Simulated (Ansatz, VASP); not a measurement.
## BAs in VASP and in Ansatz

File INCAR:

```
SYSTEM = BAs
PREC = Accurate ; ENCUT = 520
EDIFF = 1E-7 ; ISMEAR = -1
SIGMA = 0.05 ; LREAL = .False.
LASPH = .True. ; NELM = 80
ALGO = Normal ; ISIF = 2
LWAVE = .False. ; LCHARG = .False.
GGA = PE ; NBANDS = 11
```

The input KPOINTS:

```
regular mesh
0
Gamma
  15 15 15
  0 0 0
```

Contents of POSCAR:

```
BAs
1.0
    2.4073191794      0.0000000000      0.0000000000
    0.0000000000      2.4073191794      0.0000000000
    0.0000000000      0.0000000000      2.4073191794
B As
1 1
Direct
    0.0000000000      0.0000000000      0.0000000000
    0.5000000000      0.5000000000      0.5000000000
```

Input for Ansatz:

```yaml
crystal:
  lattice:
    - [2.4073191794, 0.0, 0.0]
    - [0.0, 2.4073191794, 0.0]
    - [0.0, 0.0, 2.4073191794]
  atoms:
    - { symbol: B, position: [0.0, 0.0, 0.0] }
    - { symbol: As, position: [0.5, 0.5, 0.5] }
kpoints:
  mp_grid: { grid: [15, 15, 15] }
scf:
  occupations: { method: fermi_dirac, width: 0.05 }
hamiltonian:
  xc: pbe
  pseudopotentials: { kind: all_electron, datasets: crystal }
output:
  forces: true
  stress: true
  eigenvalues: true
```

Change from the starting cell: volume scaled by 0.55, crystal datasets.

Alike in both runs: task single point; functional PBE; k mesh 15 × 15 × 15; occupations fermi-dirac, width 0.05 eV; no spin polarisation.

|  | VASP | Ansatz |
| --- | --- | --- |
| version | VASP 6.6.1 | Ansatz 0.2.0 |
| potentials or method | VASP PAW PBE potentials, release 64 (B, As), cutoff 520 eV | all-electron PAW with datasets made for the crystal, scalar-relativistic |

|  | VASP | Ansatz | Ansatz less VASP |
| --- | --- | --- | --- |
| pressure (GPa) | 232.9 | 225.5 | -7.41 |

Both programs put the cell under a high pressure, so it lies far from rest at this level. Ansatz ran all-electron here, and VASP with PAW potentials. Ansatz's warnings: printed levels off.

Noted on VASP's run: the cell as given lies far from equilibrium.
